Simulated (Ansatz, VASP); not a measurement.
## Two plane-wave programs on Cs

```
CELL_PARAMETERS angstrom
4.84850 0.00000 0.00000
-2.42425 4.19892 0.00000
0.00000 0.00000 7.97904
ATOMIC_POSITIONS crystal
Cs 0.33333 0.66667 0.25000
Cs 0.66667 0.33333 0.75000
```

Alike in both runs: task single point; functional r2SCAN; k mesh 6 × 6 × 2; occupations gaussian, width 0.1 eV; no spin polarisation.

```csv
,VASP,Ansatz
version,VASP 6.6.1,Ansatz 0.2.0
potentials or method,"VASP PAW PBE potentials, release 64 (Cs_sv), cutoff 520 eV","scalar-relativistic, plane waves, PAW"
valence electrons in the cell,18,18
```

```tsv
	VASP	Ansatz	Ansatz less VASP
gap on the k mesh at the Fermi level (eV)	none	none	-
pressure (GPa)	1.5	1.5	0.00
```

VASP's potentials were made for PBE, not for r2SCAN. A gap of «none» marks a metal or a gap that the smearing closes.

The k mesh is coarse, so the values compare programs but aren't converged. Spin-orbit coupling is off throughout.
